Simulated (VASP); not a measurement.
# Rb (Cmcm) in VASP: further runs, part 2 of 2

VASP 6.6.1.

### Step 3. Single point, PBE

This run uses another cell than the first one, of 90.85 Å³/atom.

File INCAR:

```
  PREC = Accurate
  ENCUT = 520
  EDIFF = 1E-7
  ISMEAR = 0
  SIGMA = 0.1
  LREAL = F
  LASPH = T
  NELM = 80
  ALGO = Fast
  ISIF = 2
  LWAVE = F
  LCHARG = F
  GGA = PE
  NBANDS = 26
```

File KPOINTS:

```
Automatic mesh
0
Gamma
  8 6 6
```

File POSCAR:

```
Rb
1.0
    5.0269895435      0.0000000000      0.0000000000
    0.0000000000      8.8056405098      0.0000000000
    0.0000000000      0.0000000000      8.2095129904
Rb
4
Direct
    0.0000000000      0.1633368639      0.2500000000
    0.5000000000      0.3366631361      0.7500000000
    0.5000000000      0.6633368639      0.2500000000
    0.0000000000      0.8366631361      0.7500000000
```

Potentials or basis: VASP PAW PBE potentials, release 64 (Rb_sv).

Command:

```sh
$ cat potpaw_PBE.64/Rb_sv/POTCAR > POTCAR
$ mpirun -np 1 vasp_std > vasp.out
```

OUTCAR:

```text
PREC = Accurate
   ENCUT = 520
   EDIFF = 1E-7
   ISMEAR = 0
   LREAL = F
   LASPH = T
   NELM = 80
   ISIF = 2
   GGA = PE

 ion  position               nearest neighbor table
   1  0.000  0.163  0.250-   4 5.01   4 5.01   2 5.05   2 5.05   2 5.05   2 5.05   3 5.07   3 5.07
                             3 5.07   3 5.07
   2  0.500  0.337  0.750-   3 5.01   3 5.01   1 5.05   1 5.05   1 5.05   1 5.05   4 5.07   4 5.07
                             4 5.07   4 5.07
   3  0.500  0.663  0.250-   2 5.01   2 5.01   4 5.05   4 5.05   4 5.05   4 5.05   1 5.07   1 5.07
                             1 5.07   1 5.07
   4  0.000  0.837  0.750-   1 5.01   1 5.01   3 5.05   3 5.05   3 5.05   3 5.05   2 5.07   2 5.07
                             2 5.07   2 5.07

  LATTYP: Found a simple orthorhombic cell.
 ALAT       =     5.0269895435
 B/A-ratio  =     1.6330873417
 C/A-ratio  =     1.7516727325

  Lattice vectors:

 A1 = (  -5.0269895435,   0.0000000000,   0.0000000000)
 A2 = (   0.0000000000,   0.0000000000,   8.2095129904)
 A3 = (   0.0000000000,   8.8056405098,   0.0000000000)

Analysis of symmetry for initial positions (statically):
=====================================================================
 Subroutine PRICEL returns following result:

  LATTYP: Found a base centered orthorhombic cell.
 ALAT       =     5.0269895435
 B/A-ratio  =     1.7516727325
 C/A-ratio  =     1.6330873417

  Lattice vectors:

 A1 = (  -2.5134947717,   4.4028202549,   0.0000000000)
 A2 = (  -2.5134947718,  -4.4028202549,   0.0000000000)
 A3 = (   0.0000000000,   0.0000000000,   8.2095129904)

   2 primitive cells build up your supercell.

 Routine SETGRP: Setting up the symmetry group for a
 simple orthorhombic supercell.

 Subroutine GETGRP returns: Found  8 space group operations
 (whereof  4 operations were pure point group operations)
 out of a pool of  8 trial point group operations.

The static configuration has the point symmetry C_2h.
 The point group associated with its full space group is D_2h.

Analysis of symmetry for dynamics (positions and initial velocities):
=====================================================================
 Subroutine PRICEL returns following result:

  LATTYP: Found a base centered orthorhombic cell.
 ALAT       =     5.0269895435
 B/A-ratio  =     1.7516727325
 C/A-ratio  =     1.6330873417

  Lattice vectors:

 A1 = (  -2.5134947717,   4.4028202549,   0.0000000000)
 A2 = (  -2.5134947718,  -4.4028202549,   0.0000000000)
 A3 = (   0.0000000000,   0.0000000000,   8.2095129904)

   2 primitive cells build up your supercell.

 Routine SETGRP: Setting up the symmetry group for a
 simple orthorhombic supercell.

 Subroutine GETGRP returns: Found  8 space group operations
 (whereof  4 operations were pure point group operations)
 out of a pool of  8 trial point group operations.

The dynamic configuration has the point symmetry C_2h.
 The point group associated with its full space group is D_2h.

 Subroutine INISYM returns: Found  8 space group operations
 (whereof  4 operations are pure point group operations),
 and found     2 'primitive' translations

[... 46 lines left out ...]

 Found     80 irreducible k-points:

 Following reciprocal coordinates:
            Coordinates               Weight
  0.000000  0.000000  0.000000      1.000000
  0.125000  0.000000  0.000000      2.000000
  0.250000  0.000000  0.000000      2.000000
  0.375000  0.000000  0.000000      2.000000
  0.500000  0.000000  0.000000      1.000000
  0.000000  0.166667  0.000000      2.000000
[... 16 lines left out ...]
  0.250000  0.000000  0.166667      4.000000
  0.375000  0.000000  0.166667      4.000000
 [... further k-points ...]
   k-points           NKPTS =     80   k-points in BZ     NKDIM =     80   number of bands    NBANDS=     26
   number of dos      NEDOS =    301   number of ions     NIONS =      4
   total plane-waves  NPLWV = 179200
   dimension x,y,z NGX =    40 NGY =   70 NGZ =   64
   dimension x,y,z NGXF=    80 NGYF=  140 NGZF=  128
   ions per type =               4
   NGX,Y,Z   is equivalent  to a cutoff of  13.23, 13.22, 12.96 a.u.
   NGXF,Y,Z  is equivalent  to a cutoff of  26.46, 26.43, 25.92 a.u.
 SYSTEM =  unknown system
   PREC   = accura    normal or accurate (medium, high low for compatibility)
   ISTART =      0    job   : 0-new  1-cont  2-samecut
   ICHARG =      2    charge: 1-file 2-atom 10-const
   ISPIN  =      1    spin polarized calculation?
   LNONCOLLINEAR =      F non collinear calculations
   LSORBIT =      F    spin-orbit coupling
   LASPH  =      T    aspherical Exc in radial PAW
   ENCUT  =  520.0 eV  38.22 Ry    6.18 a.u.   9.35 16.37 15.26*2*pi/ulx,y,z
   NELM   =     80;   NELMIN=  2; NELMDL= -5     # of ELM steps
   EDIFF  = 0.1E-06   stopping-criterion for ELM
   LREAL  =      F    real-space projection
   EDIFFG = 0.1E-05   stopping-criterion for IOM
   NSW    =      0    number of steps for IOM
   IBRION =     -1    ionic relax: 0-MD 1-quasi-New 2-CG
   NFREE  =      0    steps in history (QN), initial steepest desc. (CG)
   ISIF   =      2    stress and relaxation
   ISYM   =      2    0-nonsym 1-usesym 2-fastsym
   POTIM  = 0.5000    time-step for ionic-motion
   TEBEG  =    0.0;   TEEND  =   0.0 temperature during run
   PSTRESS=    0.0 pullay stress
   NELECT =      36.0000    total number of electrons
   NUPDOWN=      -1.0000    fix difference up-down
   EMIN   =  10.00;   EMAX   =-10.00  energy-range for DOS
   EFERMI =   0.00;   METHOD = LEGACY
   ISMEAR =     0;   SIGMA  =   0.10  broadening in eV -4-tet -1-fermi 0-gaus
   EFERMI_NEDOS =   21; number of points for ismear=-14 and -15
   IALGO  =     68    algorithm
   IMIX   =      4    mixing-type and parameters
     AMIX     =   0.40;   BMIX     =  1.00
     AMIX_MAG =   1.60;   BMIX_MAG =  1.00
  volume/ion in A,a.u.               =      90.85       613.09
  Fermi-wavevector in a.u.,A,eV,Ry     =   0.757496  1.431459  7.807021  0.573800
  Thomas-Fermi vector in A             =   1.855855
   LORBIT       =      0    0 simple, 1 ext, 2 COOP (PROOUT), +10 PAW based schemes
   GGA     = PE    functional components
   LHFCALC =     F    Hartree Fock is set to
   AEXX    =    0.0000 exact exchange contribution
   IVDW    =     0    specifies the selected vdW correction
   LEPSILON=     F    determine dielectric tensor
   LRPA    =     F    only Hartree local field effects (RPA)
 non-spin polarized calculation
 RMM-DIIS sequential band-by-band and
 Gauss-broadening in eV      SIGMA  =   0.10
  energy-cutoff  :      520.00
  volume of cell :      363.40
 maximum number of plane-waves:      9838
 NGX is ok and might be reduce to    40
   NGX = 19   NGY = 33   NGZ = 31

 number of electron      36.0000000 magnetization

 Free energy of the ion-electron system (eV)
  ---------------------------------------------------
  ext. energy  EPLUGINS =         0.00000000
  ---------------------------------------------------
  free energy    TOTEN  =        -3.75590334 eV

  energy without entropy =       -3.73662104  energy(sigma->0) =       -3.74626219

 E-fermi :   0.0214     XC(G=0):  -5.4690

 val. band max:        0.0195125287   @ k =   0.2500   0.1667   0.1667
 cond. band min:       0.0233348685   @ k =   0.2500   0.3333   0.5000
 fundamental gap:      0.0038223398
 Fermi energy:         0.0213942674

 k-point     1 :       0.0000    0.0000    0.0000
  band No.  band energies     occupation
      1     -28.8793      2.00000
      2     -28.8755      2.00000
      3     -28.8754      2.00000
      4     -28.8744      2.00000
      5     -13.0182      2.00000
      6     -13.0065      2.00000
[... 685 lines left out ...]
     25       2.0641      0.00000
     26       2.1265      0.00000

 [... further k-points ...]

------------------------ aborting loop because EDIFF is reached ----------------------------------------

  FORCE on cell =-STRESS in cart. coord.  units (eV):
  Direction    XX          YY          ZZ          XY          YZ          ZX
  --------------------------------------------------------------------------------------
  -------------------------------------------------------------------------------------
  Total        0.1197451     -0.0099551      0.0044272      0.0000000      0.0000000      0.0000000
  in kB        0.5279368     -0.0438905      0.0195186      0.0000000      0.0000000      0.0000000
  external PRESSURE =       0.1678550 kB  Pullay stress =       0.0000000 kB

 VOLUME and BASIS-vectors are now :
 -----------------------------------------------------------------------------
  energy-cutoff  :      520.00
  volume of cell :      363.40
      direct lattice vectors                 reciprocal lattice vectors
     5.026989544  0.000000000  0.000000000     0.198926214  0.000000000  0.000000000
     0.000000000  8.805640510  0.000000000     0.000000000  0.113563573  0.000000000
     0.000000000  0.000000000  8.209512990     0.000000000  0.000000000  0.121809905

 POSITION                                       TOTAL-FORCE (eV/Angst)
 -----------------------------------------------------------------------------------
      0.00000      1.43829      2.05238         0.000000      0.000604     -0.000000
      2.51349      2.96453      6.15713        -0.000000     -0.000604      0.000000
      2.51349      5.84111      2.05238         0.000000      0.000604      0.000000
      0.00000      7.36735      6.15713        -0.000000     -0.000604     -0.000000
 -----------------------------------------------------------------------------------
    total drift:                                0.000000      0.000000     -0.000000

  FREE ENERGIE OF THE ION-ELECTRON SYSTEM (eV)
  ---------------------------------------------------
  free  energy   TOTEN  =        -3.7559033425 eV

  energy  without entropy=       -3.7366210354  energy(sigma->0) =       -3.74626219
```

OSZICAR:

```text
N       E                     dE             d eps       ncg     rms          rms(c)
DAV:   1     0.268532412339E+03    0.26853E+03   -0.13754E+04  4216   0.106E+03
DAV:   2     0.286562869676E+02   -0.23988E+03   -0.23543E+03  5630   0.229E+02
DAV:   3    -0.272735740030E+01   -0.31384E+02   -0.31242E+02  6424   0.740E+01
DAV:   4    -0.370646798578E+01   -0.97911E+00   -0.97682E+00  5276   0.154E+01
DAV:   5    -0.374972597752E+01   -0.43258E-01   -0.43254E-01  6420   0.254E+00    0.244E+00
RMM:   6    -0.375183094607E+01   -0.21050E-02   -0.91152E-03  4963   0.525E-01    0.149E+00
RMM:   7    -0.375536577250E+01   -0.35348E-02   -0.15686E-02  4793   0.589E-01    0.912E-02
RMM:   8    -0.375583917103E+01   -0.47340E-03   -0.12778E-03  5597   0.168E-01    0.164E-02
RMM:   9    -0.375588164277E+01   -0.42472E-04   -0.42050E-04  6953   0.643E-02    0.162E-02
RMM:  10    -0.375589352407E+01   -0.11881E-04   -0.95697E-05  7633   0.318E-02    0.117E-02
RMM:  11    -0.375589907137E+01   -0.55473E-05   -0.49194E-05  7506   0.208E-02    0.734E-03
RMM:  12    -0.375590109939E+01   -0.20280E-05   -0.21623E-05  7557   0.139E-02    0.308E-03
RMM:  13    -0.375590221329E+01   -0.11139E-05   -0.89332E-06  7038   0.958E-03    0.266E-03
RMM:  14    -0.375590281575E+01   -0.60246E-06   -0.48002E-06  6875   0.666E-03    0.150E-03
RMM:  15    -0.375590311197E+01   -0.29622E-06   -0.20988E-06  6518   0.482E-03    0.345E-04
RMM:  16    -0.375590325521E+01   -0.14324E-06   -0.12265E-06  5985   0.343E-03    0.389E-04
RMM:  17    -0.375590334251E+01   -0.87301E-07   -0.60241E-07  4835   0.248E-03
   1 F= -.37559033E+01 E0= -.37462622E+01  d E =-.192823E-01
```

stdout:

```text
[... 17 lines left out ...]
```

It took 8.4 min on 1 thread of Intel Xeon 6975P-C (Granite Rapids), shared host; peak memory 0.78 GiB.

Results:

```yaml
Free_energy: -3.7559 eV
Pressure: 0.0 GPa
Band_gap_on_the_k_mesh: zero (bands 18 and 19 overlap by 1.30 eV)
```

### Step 4. Single point, PBE (biaxial strain in the a-b plane: +2.0 %, then relaxed in part)

File INCAR:

```
PREC = Accurate
ENCUT = 520
EDIFF = 1E-7
ISMEAR = 0
SIGMA = 0.1
LREAL = F
LASPH = T
NELM = 100
ALGO = Fast
ISIF = 2
LWAVE = F
LCHARG = F
GGA = PE
NBANDS = 26
```

File KPOINTS:

```
regular mesh
0
Gamma
  8 6 6
```

File POSCAR:

```
Rb
1.0
    5.1275293344      0.0000000000      0.0000000000
    0.0000000000      8.9817533200      0.0000000000
    0.0000000000      0.0000000000      8.1109988345
Rb
4
Direct
    0.0000000000      0.1633368639      0.2500000000
    0.5000000000      0.3366631361      0.7500000000
    0.5000000000      0.6633368639      0.2500000000
    0.0000000000      0.8366631361      0.7500000000
```

Command:

```sh
$ cat potpaw_PBE.64/Rb_sv/POTCAR > POTCAR
$ mpirun -np 1 vasp_std > vasp.out
```

It took 10 min on 1 thread of Intel Xeon 6975P-C (Granite Rapids), shared host; peak memory 0.78 GiB.

The run converged. Its results:

```
Free energy            : -3.7532 eV
Pressure               : -0.1 GPa
Band gap on the k mesh : zero (bands 18 and 19 overlap by 1.23 eV)
```

Stress tensor (GPa, compression positive):
```
-0.05  0.00  0.00
 0.00 -0.11  0.00
 0.00  0.00  0.00
```

Levels at points of the mesh, in eV from the Fermi level:
| k point | band 14 | band 15 | band 16 | band 17 | band 18 | band 19 | band 20 | band 21 | band 22 | band 23 |
| --- | --- | --- | --- | --- | --- | --- | --- | --- | --- | --- |
| (0.00, 0.00, 0.00) | -12.96 | -12.96 | -12.95 | -1.94 | -0.02 | 0.23 | 0.23 | 0.75 | 1.36 | 1.56 |
| (0.50, 0.00, 0.00) | -12.98 | -12.98 | -12.98 | -0.32 | -0.32 | 1.18 | 1.18 | 1.23 | 1.23 | 1.34 |
| (0.00, 0.50, 0.00) | -12.96 | -12.96 | -12.96 | -1.37 | -1.37 | 0.81 | 0.81 | 0.93 | 0.93 | 1.92 |
| (0.50, 0.50, 0.00) | -12.98 | -12.97 | -12.97 | 0.00 | 0.00 | 0.27 | 0.27 | 1.34 | 1.34 | 1.54 |
| (0.00, 0.00, 0.50) | -12.97 | -12.97 | -12.97 | -1.25 | -1.25 | 0.38 | 0.38 | 0.85 | 0.85 | 2.43 |
| (0.50, 0.00, 0.50) | -12.97 | -12.97 | -12.97 | 0.23 | 0.23 | 0.23 | 0.23 | 1.51 | 1.51 | 1.51 |
| (0.00, 0.50, 0.50) | -12.97 | -12.97 | -12.97 | -0.73 | -0.73 | -0.73 | -0.73 | 2.12 | 2.12 | 2.12 |
| (0.50, 0.50, 0.50) | -12.98 | -12.98 | -12.98 | 0.41 | 0.41 | 0.41 | 0.41 | 0.87 | 0.87 | 0.87 |

Caveat: the cell differs from its parent crystal (biaxial strain in the a-b plane: +2.0 %, then relaxed in part).

### Step 5. Overview

| cell | further INCAR settings | gap on the mesh (eV) | pressure (GPa) |
| --- | --- | --- | --- |
| a = 4.725, b = 8.277, c = 8.534 Å, 4 atoms, atomic positions A | ALGO = Fast; EDIFF = 1e-06; NBANDS = 26 | none | 0.3 |
| a = 5.027, b = 8.806, c = 8.210 Å, 4 atoms, atomic positions B | ALGO = Fast; EDIFF = 1e-07; NBANDS = 26 | none | 0.0 |
| a = 5.128, b = 8.982, c = 8.111 Å, 4 atoms, atomic positions B | ALGO = Fast; EDIFF = 1e-07; NBANDS = 26 | none | -0.1 |

Alike in all rows: task single point; level PBE; potentials or basis VASP PAW PBE potentials, release 64 (Rb_sv); no spin polarisation; k mesh 8 × 6 × 6; cutoff (eV) 520; smearing gaussian 0.1 eV.

Absolute energies hang on the potentials; compare differences alone.
